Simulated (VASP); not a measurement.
Au: single point with PBE0

Crystal: Au.

```
Au
1.0
    -1.65727    1.65727    1.65727
     1.65727   -1.65727    1.65727
     1.65727    1.65727   -1.65727
Au
1
Direct
  0.00000 0.00000 0.00000
```

```yaml
Program: VASP 6.6.1
Task: single point
Functional: PBE0
Potentials_or_basis: VASP PAW PBE potentials, release 64 (Au)
Cutoff: 520 eV
k_mesh: 6 × 6 × 6
Occupations: fermi-dirac, width 0.05 eV
Spin: no spin polarisation
Dipole_correction: no
Grid_for_exact_exchange_PRECFOCK: Normal
Further_INCAR_settings: ALGO = Normal; EDIFF = 1e-07; NBANDS = 12
```

* Pressure: -4.3 GPa

Levels at points of the mesh, in eV from the Fermi level:
```
           k point  band 4  band 5  band 6  band 7  band 8  band 9
(0.00, 0.00, 0.00)   -6.44   -4.66   -4.66   17.54   17.54   17.54
(0.50, 0.00, 0.00)   -4.42   -2.95   -1.04    3.83   13.27   14.65
(0.50, 0.50, 0.50)   -3.37   -3.37    6.94    6.94    6.94   10.40
```

Run time: 6.7 min on 1 thread of Intel(R) Xeon(R) 6975P-C (Granite Rapids), on a shared host, peak memory 0.16 GiB.

Caveat: the k points lie up to 0.45 Å⁻¹ apart; the PAW data sets were made with another functional, which shifts forces and pressure a little; spin-orbit coupling is left out, which moves the levels of the heavy elements.
